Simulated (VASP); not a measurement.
# SnH5 (I4/mmm) in VASP: relaxation of cell and atoms with PBE

Aim: the relaxation of cell and atoms of SnH5 with PBE.

All numbers are computed with VASP 6.6.1; they aren't measurements. Logs are shortened: lines on timing, memory, paths and dates and some standing lists are left out, and cuts for length are marked.

### Step 1. The cell of the first run

It takes space group I4/mmm (No. 139, tetragonal). The conventional cell has a = 4.177 Å, b = 4.177 Å, c = 8.152 Å, α = 90.00°, β = 90.00°, γ = 90.00°. Within 2.7 Å of Sn (site symmetry 4/mmm) lie 4 H at 2.06 Å. Within 1.2 Å of H (site symmetry m2m) lie 1 H at 0.90 Å. H (site symmetry 4/mmm) has 4 H at 0.90 Å within 1.2 Å.

The cell was built from a structure type or drawn by symmetry, and may not be a known phase.

### Step 2. Relaxation of cell and atoms, PBE

The input, INCAR:

```
ALGO = Normal
EDIFF = 1E-7
EDIFFG = -0.04
ENCUT = 910
GGA = PE
GGA_COMPAT = F
IBRION = 2
ISIF = 3
ISMEAR = 0
LASPH = T
LCHARG = F
LREAL = F
LWAVE = F
NELM = 120
NELMIN = 4
NSW = 90
PREC = Accurate
SIGMA = 0.1
```

The input, KPOINTS:

```
k-points
0
Gamma
  6 6 6
```

The input, POSCAR:

```
SnH5
1.0
   -2.0885773100      2.0885773100      4.0759484600
    2.0885773100     -2.0885773100      4.0759484600
    2.0885773100      2.0885773100     -4.0759484600
Sn H
1 5
Direct
    0.5000000000      0.5000000000      0.0000000000
    0.1520827900      0.1520827900      0.3041655700
    0.8479172100      0.8479172100      0.6958344300
    0.1520827900      0.8479172100      0.0000000000
    0.8479172100      0.1520827900      0.0000000000
    0.0000000000      0.0000000000      0.0000000000
```

Potentials or basis: VASP PAW PBE potentials, release 64 (Sn_d, H_h).

Started as:

```
> cat potpaw_PBE.64/Sn_d/POTCAR potpaw_PBE.64/H_h/POTCAR > POTCAR
> mpirun -np 1 vasp_std > vasp.out
```

OUTCAR:

```text
EDIFF = 1E-7
   EDIFFG = -0.04
   ENCUT = 910
   GGA = PE
   IBRION = 2
   ISIF = 3
   ISMEAR = 0
   LASPH = T
   LREAL = F
   NELM = 120
   NELMIN = 4
   NSW = 90
   PREC = Accurate

 ion  position               nearest neighbor table
   1  0.500  0.500  0.000-   4 2.06   5 2.06   3 2.06   2 2.06
   2  0.152  0.152  0.304-   1 2.06
   3  0.848  0.848  0.696-   1 2.06
   4  0.152  0.848  0.000-   1 2.06
   5  0.848  0.152  0.000-   1 2.06
   6  0.000  0.000  0.000-

  LATTYP: Found a body centered tetragonal cell.
 ALAT       =     4.1771546200
 C/A-ratio  =     1.9515430147

  Lattice vectors:

 A1 = (  -2.0885773100,   2.0885773100,   4.0759484600)
 A2 = (   2.0885773100,  -2.0885773100,   4.0759484600)
 A3 = (   2.0885773100,   2.0885773100,  -4.0759484600)

Analysis of symmetry for initial positions (statically):
=====================================================================
 Subroutine PRICEL returns:
 Original cell was already a primitive cell.

 Routine SETGRP: Setting up the symmetry group for a
 body centered tetragonal supercell.

 Subroutine GETGRP returns: Found 16 space group operations
 (whereof 16 operations were pure point group operations)
 out of a pool of 16 trial point group operations.

The static configuration has the point symmetry D_4h.

Analysis of symmetry for dynamics (positions and initial velocities):
=====================================================================
 Subroutine PRICEL returns:
 Original cell was already a primitive cell.

 Routine SETGRP: Setting up the symmetry group for a
 body centered tetragonal supercell.

 Subroutine GETGRP returns: Found 16 space group operations
 (whereof 16 operations were pure point group operations)
 out of a pool of 16 trial point group operations.

The dynamic configuration has the point symmetry D_4h.

 Subroutine INISYM returns: Found 16 space group operations
 (whereof 16 operations are pure point group operations),
 and found     1 'primitive' translations

----------------------------------------------------------------------------------------

                                     Primitive cell

  volume of cell :      71.1197

  direct lattice vectors                    reciprocal lattice vectors
    -2.088577310  2.088577310  4.075948460     0.000000000  0.239397411  0.122670835
     2.088577310 -2.088577310  4.075948460     0.239397411  0.000000000  0.122670835
     2.088577310  2.088577310 -4.075948460     0.239397411  0.239397411  0.000000000

  length of vectors
     5.033653366  5.033653366  5.033653366     0.268996755  0.268996755  0.338559065

  position of ions in fractional coordinates (direct lattice)
     0.500000000  0.500000000  0.000000000
     0.152082790  0.152082790  0.304165570
     0.847917210  0.847917210  0.695834430
     0.152082790  0.847917210  0.000000000
     0.847917210  0.152082790  0.000000000
     0.000000000  0.000000000  0.000000000

  ion indices of the primitive-cell ions
   primitive index   ion index
                 1           1
                 2           2
                 3           3
                 4           4
                 5           5
                 6           6

----------------------------------------------------------------------------------------

 KPOINTS: k-points

Automatic generation of k-mesh.
 Grid dimensions read from file:
 generate k-points for:    6    6    6

 Generating k-lattice:

  Cartesian coordinates                     Fractional coordinates (reciprocal lattice)
     0.000000000  0.039899568  0.020445139     0.166666667  0.000000000  0.000000000
     0.039899568  0.000000000  0.020445139     0.000000000  0.166666667  0.000000000
     0.039899568  0.039899568  0.000000000     0.000000000  0.000000000  0.166666667

  Length of vectors
     0.044832792  0.044832792  0.056426511

  Shift w.r.t. Gamma in fractional coordinates (k-lattice)
     0.000000000  0.000000000  0.000000000

 Subroutine IBZKPT returns following result:
 ===========================================

 Found     30 irreducible k-points:

 Following reciprocal coordinates:
            Coordinates               Weight
  0.000000  0.000000  0.000000      1.000000
  0.166667  0.000000 -0.000000      8.000000
  0.333333  0.000000  0.000000      8.000000
  0.500000  0.000000 -0.000000      4.000000
  0.166667  0.166667 -0.000000      8.000000
  0.333333  0.166667 -0.000000     16.000000
[... 16 lines left out ...]
 -0.333333 -0.333333  0.166667      8.000000
 -0.166667 -0.333333  0.166667      8.000000
 [... further k-points ...]
   k-points           NKPTS =     30   k-points in BZ     NKDIM =     30   number of bands    NBANDS=     13
   number of dos      NEDOS =    301   number of ions     NIONS =      6
   total plane-waves  NPLWV = 125000
   dimension x,y,z NGX =    50 NGY =   50 NGZ =   50
   dimension x,y,z NGXF=   100 NGYF=  100 NGZF=  100
   ions per type =               1   5
   NGX,Y,Z   is equivalent  to a cutoff of  16.51, 16.51, 16.51 a.u.
   NGXF,Y,Z  is equivalent  to a cutoff of  33.03, 33.03, 33.03 a.u.
 SYSTEM =  unknown system
   PREC   = accura    normal or accurate (medium, high low for compatibility)
   ISTART =      0    job   : 0-new  1-cont  2-samecut
   ICHARG =      2    charge: 1-file 2-atom 10-const
   ISPIN  =      1    spin polarized calculation?
   LNONCOLLINEAR =      F non collinear calculations
   LSORBIT =      F    spin-orbit coupling
   LASPH  =      T    aspherical Exc in radial PAW
   ENCUT  =  910.0 eV  66.88 Ry    8.18 a.u.  12.38 12.38 12.38*2*pi/ulx,y,z
   NELM   =    120;   NELMIN=  4; NELMDL= -5     # of ELM steps
   EDIFF  = 0.1E-06   stopping-criterion for ELM
   LREAL  =      F    real-space projection
   EDIFFG = -.4E-01   stopping-criterion for IOM
   NSW    =     90    number of steps for IOM
   IBRION =      2    ionic relax: 0-MD 1-quasi-New 2-CG
   NFREE  =      1    steps in history (QN), initial steepest desc. (CG)
   ISIF   =      3    stress and relaxation
   ISYM   =      2    0-nonsym 1-usesym 2-fastsym
   POTIM  = 0.5000    time-step for ionic-motion
   TEBEG  =    0.0;   TEEND  =   0.0 temperature during run
   PSTRESS=    0.0 pullay stress
   NELECT =      19.0000    total number of electrons
   NUPDOWN=      -1.0000    fix difference up-down
   EMIN   =  10.00;   EMAX   =-10.00  energy-range for DOS
   EFERMI =   0.00;   METHOD = LEGACY
   ISMEAR =     0;   SIGMA  =   0.10  broadening in eV -4-tet -1-fermi 0-gaus
   EFERMI_NEDOS =   21; number of points for ismear=-14 and -15
   IALGO  =     38    algorithm
   IMIX   =      4    mixing-type and parameters
     AMIX     =   0.40;   BMIX     =  1.00
     AMIX_MAG =   1.60;   BMIX_MAG =  1.00
  volume/ion in A,a.u.               =      11.85        79.99
  Fermi-wavevector in a.u.,A,eV,Ry     =   1.054377  1.992484 15.125757  1.111712
  Thomas-Fermi vector in A             =   2.189535
   LORBIT       =      0    0 simple, 1 ext, 2 COOP (PROOUT), +10 PAW based schemes
   GGA     = PE    functional components
   LHFCALC =     F    Hartree Fock is set to
   AEXX    =    0.0000 exact exchange contribution
   IVDW    =     0    specifies the selected vdW correction
   LEPSILON=     F    determine dielectric tensor
   LRPA    =     F    only Hartree local field effects (RPA)
 conjugate gradient relaxation of ions
 non-spin polarized calculation
 Gauss-broadening in eV      SIGMA  =   0.10
  energy-cutoff  :      910.00
  volume of cell :       71.12
 maximum number of plane-waves:      4456
 NGX is ok and might be reduce to    50
   NGX = 25   NGY = 25   NGZ = 25

--------------------------------------- Ionic step        1  -------------------------------------------

 number of electron      19.0000000 magnetization

 Free energy of the ion-electron system (eV)
  ---------------------------------------------------
  ext. energy  EPLUGINS =         0.00000000
  ---------------------------------------------------
  free energy    TOTEN  =       -14.68871431 eV

  energy without entropy =      -14.67906628  energy(sigma->0) =      -14.68389030

------------------------ aborting loop because EDIFF is reached ----------------------------------------

  FORCE on cell =-STRESS in cart. coord.  units (eV):
  Direction    XX          YY          ZZ          XY          YZ          ZX
  --------------------------------------------------------------------------------------
  -------------------------------------------------------------------------------------
  Total        5.8538039      5.8538039     -1.1866636      0.0000000     -0.0000000      0.0000000
  in kB      131.8739357    131.8739357    -26.7330448      0.0000000     -0.0000000      0.0000000
  external PRESSURE =      79.0049422 kB  Pullay stress =       0.0000000 kB
[... 101 lines left out ...]
  FREE ENERGIE OF THE ION-ELECTRON SYSTEM (eV)
  ---------------------------------------------------
  free  energy   TOTEN  =       -16.1884620369 eV

  energy  without entropy=      -16.1806131270  energy(sigma->0) =      -16.18453758

 E-fermi :   5.7649     XC(G=0): -10.2107

 val. band max:        5.7529744905   @ k =  -0.1667   0.5000   0.1667
 cond. band min:       5.7681564715   @ k =   0.5000   0.5000  -0.0000
 fundamental gap:      0.0151819811
 Fermi energy:         5.7649238706

 k-point     1 :       0.0000    0.0000    0.0000
  band No.  band energies     occupation
      1     -15.9174      2.00000
      2     -15.8399      2.00000
      3     -15.8399      2.00000
      4     -15.7897      2.00000
      5     -15.6337      2.00000
      6      -7.9244      2.00000
      7       3.4139      2.00000
      8       3.4139      2.00000
      9       3.4646      2.00000
     10       6.4813      0.00000
     11       8.3427      0.00000
     12      10.1277      0.00000
     13      10.1277      0.00000
[... 356 lines left out ...]
      2     -15.8241      2.00000
      3     -15.8174      2.00000
      4     -15.7507      2.00000
      5     -15.6479      2.00000
      6      -6.1839      2.00000
      7      -1.1192      2.00000
      8       1.4495      2.00000
      9       2.5576      2.00000
     10       6.5415      0.00000
     11       9.7710      0.00000
     12      10.0101      0.00000
     13      10.5531      0.00000

 [... further k-points ...]

[... ionic steps 4 to 24 ...]

--------------------------------------- Ionic step       25  -------------------------------------------

 number of electron      19.0000001 magnetization

------------------------ aborting loop because EDIFF is reached ----------------------------------------
[... 75 lines left out ...]
--------------------------------------- Ionic step       27  -------------------------------------------

 number of electron      19.0000000 magnetization

 Free energy of the ion-electron system (eV)
  ---------------------------------------------------
  ext. energy  EPLUGINS =         0.00000000
  ---------------------------------------------------
  free energy    TOTEN  =       -16.53827940 eV

  energy without entropy =      -16.53499500  energy(sigma->0) =      -16.53663720

 E-fermi :   3.8489     XC(G=0):  -9.2818

 val. band max:        3.6047812590   @ k =   0.5000   0.0000  -0.0000
 cond. band min:       3.9250038616   @ k =  -0.3333  -0.3333   0.1667
 fundamental gap:      0.3202226027
 Fermi energy:         3.8488662029

 k-point     1 :       0.0000    0.0000    0.0000
  band No.  band energies     occupation
      1     -17.8718      2.00000
      2     -17.7797      2.00000
      3     -17.7797      2.00000
      4     -17.7110      2.00000
      5     -17.5733      2.00000
      6      -7.8757      2.00000
      7       1.0553      2.00000
      8       1.0553      2.00000
      9       1.5175      2.00000
     10       4.1795      0.00000
     11       6.1697      0.00000
     12       8.5074      0.00000
     13       8.5074      0.00000
[... 401 lines left out ...]
  FREE ENERGIE OF THE ION-ELECTRON SYSTEM (eV)
  ---------------------------------------------------
  free  energy   TOTEN  =       -16.5382794013 eV

  energy  without entropy=      -16.5349949956  energy(sigma->0) =      -16.53663720

 reached required accuracy - stopping structural energy minimisation
```

Run time: 21 min. Hardware: 1 thread of Intel Xeon Platinum 8488C (Sapphire Rapids), shared host; peak memory 0.46 GiB.

Results:

- Free energy: -16.5383 eV
- Relaxed volume: 8.80 Å³/atom
- Relaxed cell: a = 4.106 Å, b = 4.106 Å, c = 4.106 Å, α = 112.68°, β = 112.68°, γ = 103.23°
- Space group after relaxing (to 0.1 Å): I4/mmm (No. 139)
- Energy gained by relaxing: 308.3 meV/atom
- Ionic steps: 27
- Pressure after relaxing: 0.3 GPa
- Largest force after relaxing: 0.020 eV/Å
- Band gap on the k mesh: zero (an odd number of electrons rules out a gap without spin polarisation)

Forces on the atoms (eV/Å):
```
Sn   0.000  0.000  0.000
H    0.014  0.014  0.000
H   -0.014 -0.014  0.000
H   -0.014  0.014  0.000
H    0.014 -0.014  0.000
H    0.000  0.000  0.000
```

Stress tensor (GPa, compression positive):
```
0.38 0.00 0.00
0.00 0.38 0.00
0.00 0.00 0.21
```

The path:
| step | energy change (eV) | largest force (eV/Å) | pressure (GPa) | volume (Å³) |
| --- | --- | --- | --- | --- |
| 1 | 0.0000 | 3.3629 | 7.90 | 71.12 |
| 2 | -1.4004 | 0.7826 | -0.35 | 77.23 |
| 3 | -1.4997 | 0.5070 | -1.39 | 78.73 |
| 4 | -1.5498 | 0.1126 | -2.42 | 81.76 |
| 5 | -1.5517 | 0.1719 | -2.31 | 81.24 |
| 6 | -1.5514 | 0.1957 | -2.27 | 81.03 |
| 7 | -1.5849 | 0.0660 | -1.23 | 78.63 |
| 8 | -1.5927 | 0.0455 | -0.37 | 76.92 |
| 9 | -1.6001 | 0.0397 | -0.35 | 76.15 |
| 10 | -1.6223 | 0.0205 | -0.30 | 73.87 |
| 11 | -1.6657 | 0.0247 | -0.13 | 69.33 |
| 12 | -1.7372 | 0.1270 | 0.99 | 60.34 |
| 13 | -1.3485 | 0.5782 | 13.50 | 42.79 |
| 14 | -1.7430 | 0.1406 | 1.20 | 59.16 |
| 15 | -1.7465 | 0.1552 | 1.50 | 57.57 |
| 16 | -1.7572 | 0.1375 | 1.04 | 57.21 |
| 17 | -1.7732 | 0.0925 | 0.61 | 56.47 |
| 18 | -1.8081 | 0.1550 | -0.45 | 54.83 |
| 19 | -1.7051 | 0.4034 | -0.24 | 50.85 |
| 20 | -1.8185 | 0.2172 | -0.74 | 54.21 |
| 21 | -1.7982 | 0.2985 | -1.20 | 52.61 |
| 22 | -1.8225 | 0.2467 | -1.01 | 53.82 |
| 23 | -1.8369 | 0.1492 | -0.13 | 52.25 |
| 24 | -1.8375 | 0.1635 | -0.30 | 52.47 |
| 25 | -1.8470 | 0.0326 | 0.82 | 52.25 |
| 26 | -1.8470 | 0.0351 | 0.80 | 52.25 |
| 27 | -1.8496 | 0.0201 | 0.32 | 52.83 |

Final structure:
```yaml
crystal:
  lattice:
    - [-2.27596, 2.27596, 2.54965]
    - [2.27596, -2.27596, 2.54965]
    - [2.27596, 2.27596, -2.54965]
  atoms:
    - { symbol: Sn, position: [0.50000, 0.50000, 0.00000] }
    - { symbol: H, position: [0.20857, 0.20857, 0.41715] }
    - { symbol: H, position: [0.79143, 0.79143, 0.58285] }
    - { symbol: H, position: [0.20857, 0.79143, 0.00000] }
    - { symbol: H, position: [0.79143, 0.20857, 0.00000] }
    - { symbol: H, position: [0.00000, 0.00000, 0.00000] }
```

Caveat: the volume moved by over 15 % at a fixed basis, so the end points are rough; spin-orbit coupling is left out, which moves the levels of the heavy elements.
